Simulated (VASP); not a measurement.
Runs of VASP 6.6.1 on Os. The structure is that of space group P6/mmm (No. 191), or close to it. The cells are those of the table. This isn't the form of Os at room conditions, which is hcp.

```csv
cell,k mesh,gap on the mesh (eV),pressure (GPa)
"a = 4.200, b = 4.200, c = 2.652 Å, angles 90.0, 90.0, 120.0°, 3 atoms",9 × 9 × 13,none,60.6
"a = 4.440, b = 4.440, c = 2.804 Å, angles 90.0, 90.0, 120.0°, 3 atoms",9 × 9 × 13,none,-9.7
"a = 4.496, b = 4.496, c = 2.840 Å, angles 90.0, 90.0, 120.0°, 3 atoms",9 × 9 × 13,none,(b)
"a = 4.551, b = 4.551, c = 2.874 Å, angles 90.0, 90.0, 120.0°, 3 atoms",9 × 9 × 13,none,-26.3
"a = 4.323, b = 4.323, c = 2.730 Å, angles 90.0, 90.0, 120.0°, 3 atoms",9 × 9 × 13,none,(c)
"a = 4.262, b = 4.262, c = 2.692 Å, angles 90.0, 90.0, 120.0°, 3 atoms",9 × 9 × 13,none,(a)
"a = 4.383, b = 4.383, c = 2.768 Å, angles 90.0, 90.0, 120.0°, 3 atoms",11 × 11 × 15,none,2.3
"a = 4.383, b = 4.383, c = 2.768 Å, angles 90.0, 90.0, 120.0°, 3 atoms",9 × 9 × 13,none,2.2
```

Alike in all rows: task single point; level BLYP; potentials or basis VASP PAW PBE potentials, release 64 (Os); no spin polarisation; cutoff (eV) 520; smearing fermi-dirac 0.1 eV.

Q: Fill in the values left out.

A: (a) 36.4; (b) -19.0; (c) 17.3.

Caveats: the PAW data sets were made with another functional, which shifts forces and pressure a little; spin-orbit coupling is left out, which moves the levels of the heavy elements; the cell stands under pressure (at least some runs); the cell stands under tension (at least some runs).

A k mesh can miss the band edges, and the runs leave out spin-orbit coupling on Os.

A gap of «none» marks levels without a gap at the run's occupations.
